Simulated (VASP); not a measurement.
# Tl (Fm-3m) in VASP: further runs, part 2 of 2

VASP 6.6.1. Earlier steps stand in the parts before.

## 3. Relaxation of cell and atoms, PBEsol

This run uses another cell than the first one, of 28.04 Å³/atom.

File INCAR:

```
SYSTEM = Tl
PREC = Accurate ; ENCUT = 600
EDIFF = 1E-7 ; ISMEAR = -1
SIGMA = 0.1 ; LREAL = .FALSE.
LASPH = .TRUE. ; NELM = 100
ALGO = Normal ; ISIF = 3
LWAVE = .FALSE. ; LCHARG = .FALSE.
GGA = PS ; IBRION = 2
NSW = 80 ; EDIFFG = -0.01
```

File KPOINTS:

```
regular mesh
0
G
  11 11 11
  0 0 0
```

File POSCAR:

```
Tl
1.0
    0.0000000000      2.4112096569      2.4112096569
    2.4112096569      0.0000000000      2.4112096569
    2.4112096569      2.4112096569      0.0000000000
Tl
1
Direct
    0.0000000000      0.0000000000      0.0000000000
```

Potentials or basis: VASP PAW PBE potentials, release 64 (Tl_d).

Command:

```bash
cat potpaw_PBE.64/Tl_d/POTCAR > POTCAR
mpirun -np 1 vasp_std > vasp.out
```

OUTCAR:

```text
SYSTEM = Tl
   PREC = Accurate
   ENCUT = 600
   EDIFF = 1E-7
   ISMEAR = -1
   LREAL = .FALSE.
   LASPH = .TRUE.
   NELM = 100
   ISIF = 3
   GGA = PS
   IBRION = 2
   NSW = 80
   EDIFFG = -0.01

 ion  position               nearest neighbor table
   1  0.000  0.000  0.000-

  LATTYP: Found a face centered cubic cell.
 ALAT       =     4.8224193138

  Lattice vectors:

 A1 = (   0.0000000000,   2.4112096569,   2.4112096569)
 A2 = (   2.4112096569,   0.0000000000,   2.4112096569)
[... 538 lines left out ...]
 [... further k-points ...]

------------------------ aborting loop because EDIFF is reached ----------------------------------------

  FORCE on cell =-STRESS in cart. coord.  units (eV):
  Direction    XX          YY          ZZ          XY          YZ          ZX
  --------------------------------------------------------------------------------------
  -------------------------------------------------------------------------------------
  Total        0.0035220      0.0035220      0.0035220      0.0000000     -0.0000000      0.0000000
  in kB        0.1985625      0.1985625      0.1985625      0.0000000     -0.0000000      0.0000000
  external PRESSURE =       0.1985625 kB  Pullay stress =       0.0000000 kB

 VOLUME and BASIS-vectors are now :
 -----------------------------------------------------------------------------
  energy-cutoff  :      600.00
  volume of cell :       28.42
      direct lattice vectors                 reciprocal lattice vectors
    -0.000000000  2.422083426  2.422083426    -0.206433847  0.206433847  0.206433847
     2.422083426  0.000000000  2.422083426     0.206433847 -0.206433847  0.206433847
     2.422083426  2.422083426 -0.000000000     0.206433847  0.206433847 -0.206433847

 POSITION                                       TOTAL-FORCE (eV/Angst)
 -----------------------------------------------------------------------------------
     -0.00000      2.42208      2.42208         0.000000      0.000000      0.000000
 -----------------------------------------------------------------------------------
    total drift:                               -0.000000     -0.000000      0.000000

  FREE ENERGIE OF THE ION-ELECTRON SYSTEM (eV)
  ---------------------------------------------------
  free  energy   TOTEN  =        -2.6217298564 eV

  energy  without entropy=       -2.6000907292  energy(sigma->0) =       -2.61091029

 reached required accuracy - stopping structural energy minimisation
```

OSZICAR:

```text
N       E                     dE             d eps       ncg     rms          rms(c)
DAV:   1     0.522629712451E+02    0.52263E+02   -0.73444E+03  1144   0.127E+03
DAV:   2    -0.211111977878E+01   -0.54374E+02   -0.53500E+02  1178   0.240E+02
DAV:   3    -0.265849729368E+01   -0.54738E+00   -0.54651E+00  1250   0.234E+01
[... 12 lines left out ...]
DAV:   3    -0.262184580563E+01    0.32482E-02   -0.11814E-02  1160   0.114E+00    0.247E-01
DAV:   4    -0.262173388731E+01    0.11192E-03   -0.28264E-04  1140   0.151E-01    0.168E-02
DAV:   5    -0.262173115462E+01    0.27327E-05   -0.54916E-05  1178   0.791E-02    0.863E-03
DAV:   6    -0.262172985754E+01    0.12971E-05   -0.35608E-06  1136   0.205E-02    0.961E-04
DAV:   7    -0.262172985639E+01    0.11501E-08   -0.40666E-08   574   0.238E-03
   2 F= -.26217299E+01 E0= -.26109103E+01  d E =-.650144E-03
```

CONTCAR:

```text
Tl
   1.00000000000000
    -0.0000000000000000    2.4220834262071680    2.4220834262071680
     2.4220834262071680    0.0000000000000000    2.4220834262071680
     2.4220834262071680    2.4220834262071680   -0.0000000000000000
  Tl
     1
Direct
     1.0000000000000000    0.0000000000000000    0.0000000000000000

  0.00000000E+00  0.00000000E+00  0.00000000E+00
```

It took 45 s on 1 thread of Intel Xeon 8259CL, shared host; peak memory 0.18 GiB.

What came out:

* Free energy: -2.6217 eV
* Relaxed volume: 28.42 Å³/atom
* Relaxed cell: a = 3.425 Å, b = 3.425 Å, c = 3.425 Å, α = 60.00°, β = 60.00°, γ = 60.00°
* Space group after relaxing (to 0.1 Å): Fm-3m (No. 225)
* Energy gained by relaxing: 0.7 meV/atom
* Ionic steps: 2
* Pressure after relaxing: 0.0 GPa
* Band gap on the k mesh: zero (an odd number of electrons rules out a gap without spin polarisation)

The path:
| step | energy change (eV) | largest force (eV/Å) | pressure (GPa) | volume (Å³) |
| --- | --- | --- | --- | --- |
| 1 | 0.0000 | 0.0000 | 0.53 | 28.04 |
| 2 | -0.0007 | 0.0000 | 0.02 | 28.42 |

Final structure:
```cif
data_structure
_symmetry_space_group_name_H-M 'P 1'
_symmetry_Int_Tables_number 1
_cell_length_a 3.4253
_cell_length_b 3.4253
_cell_length_c 3.4253
_cell_angle_alpha 60.000
_cell_angle_beta 60.000
_cell_angle_gamma 60.000
_cell_volume 28.42
loop_
_atom_site_label
_atom_site_type_symbol
_atom_site_fract_x
_atom_site_fract_y
_atom_site_fract_z
_atom_site_occupancy
Tl1 Tl 0.00000 0.00000 0.00000 1
```

Levels at points of the mesh, in eV from the Fermi level:
| k point | band 4 | band 5 | band 6 | band 7 | band 8 | band 9 |
| --- | --- | --- | --- | --- | --- | --- |
| (0.00, 0.00, 0.00) | -11.24 | -11.24 | -10.09 | 10.35 | 10.35 | 10.35 |

Caveat: the PAW data sets were made with another functional, which shifts forces and pressure a little; spin-orbit coupling is left out, which moves the levels of the heavy elements.

## 4. Single point, PBEsol

This run uses another cell than the first one, of 28.43 Å³/atom.

File INCAR:

```
PREC = Accurate
ENCUT = 520
EDIFF = 1E-7
ISMEAR = -1
SIGMA = 0.1
LREAL = False
LASPH = True
NELM = 80
ALGO = Normal
ISIF = 2
LWAVE = False
LCHARG = False
GGA = PS
NBANDS = 12
```

File KPOINTS:

```
regular mesh
0
Gamma
  18 18 18
```

File POSCAR:

```
Tl
1.0
    0.0000000000      2.4225044139      2.4225044139
    2.4225044139      0.0000000000      2.4225044139
    2.4225044139      2.4225044139      0.0000000000
Tl
1
Direct
    0.0000000000      0.0000000000      0.0000000000
```

Command:

```bash
cat potpaw_PBE.64/Tl_d/POTCAR > POTCAR
mpirun -np 1 vasp_std > vasp.out
```

It took 98 s on 1 thread of Intel Xeon 8259CL, shared host; peak memory 0.21 GiB.

It converged, with:

* Free energy: -2.6252 eV
* Pressure: -0.1 GPa
* Band gap on the k mesh: zero (an odd number of electrons rules out a gap without spin polarisation)

Levels at points of the mesh, in eV from the Fermi level:
```csv
k point,band 2,band 3,band 4,band 5,band 6,band 7,band 8,band 9,band 10,band 11
"(0.00, 0.00, 0.00)",-11.49,-11.49,-11.21,-11.21,-10.05,10.38,10.38,10.38,10.99,14.42
"(0.50, 0.00, 0.00)",-11.48,-11.48,-10.96,-10.96,-5.27,-2.91,8.30,8.30,10.41,12.64
"(0.50, 0.50, 0.00)",-11.76,-10.98,-10.89,-10.89,-3.54,-1.82,4.10,4.10,7.56,8.99
```

Caveat: the PAW data sets were made with another functional, which shifts forces and pressure a little; spin-orbit coupling is left out, which moves the levels of the heavy elements.

## 5. Summary

| task | cell | k mesh | cutoff (eV) | gap on the mesh (eV) | pressure (GPa) |
| --- | --- | --- | --- | --- | --- |
| single point | a = 3.558 Å, angles 60.0°, 1 atom | 13 × 13 × 13 | 520 | none | -3.2 |
| relaxation of cell and atoms | relaxed from a = 3.410 Å, angles 60.0°, 1 atom | 11 × 11 × 11 | 600 | none | 0.0 |
| single point | a = 3.426 Å, angles 60.0°, 1 atom | 18 × 18 × 18 | 520 | none | -0.1 |

Alike in all rows: level PBEsol; potentials or basis VASP PAW PBE potentials, release 64 (Tl_d); no spin polarisation; smearing fermi-dirac 0.1 eV.

Caveats: the PAW data sets were made with another functional, which shifts forces and pressure a little; spin-orbit coupling is left out, which moves the levels of the heavy elements; the cell stands under tension (at least some runs).

Absolute energies hang on the potentials; compare differences alone.
